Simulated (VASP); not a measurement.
A run of VASP 6.6.1 is set up as follows.

File INCAR:

```
PREC = Accurate
ENCUT = 520
EDIFF = 1E-6
ISMEAR = -1
SIGMA = 0.03
LREAL = F
LASPH = T
NELM = 80
ALGO = Normal
ISIF = 2
LWAVE = F
LCHARG = F
GGA = CA
NBANDS = 36
```

Contents of KPOINTS:

```
Automatic mesh
0
Gamma
  10 10 10
```

Contents of POSCAR:

```
TiRh3
1.0
    3.8602200000      0.0000000000      0.0000000000
    0.0000000000      3.8602200000      0.0000000000
    0.0000000000      0.0000000000      3.8220000000
Ti Rh
1 3
Direct
    0.0000000000      0.0000000000      0.0000000000
    0.0000000000      0.5000000000      0.5000000000
    0.5000000000      0.0000000000      0.5000000000
    0.5000000000      0.5000000000      0.0000000000
```

Potentials or basis: VASP PAW LDA potentials, release 64 (Ti_sv, Rh_pv).

The run is started by

```sh
$ cat potpaw_LDA.64/Ti_sv/POTCAR potpaw_LDA.64/Rh_pv/POTCAR > POTCAR
$ mpirun -np 1 vasp_std > vasp.out
```

Q: Estimate the pressure.

A: -13.9 GPa.

Q: Predict the band gap on the k mesh.

A: Zero (an odd number of electrons rules out a gap without spin polarisation).

Stress tensor (GPa, compression positive):
```
-14.50   0.00   0.00
  0.00 -14.50   0.00
  0.00   0.00 -12.75
```

Caveat: the cell differs from its parent crystal (equal xx and yy strain of +1 %); the cell stands under tension.
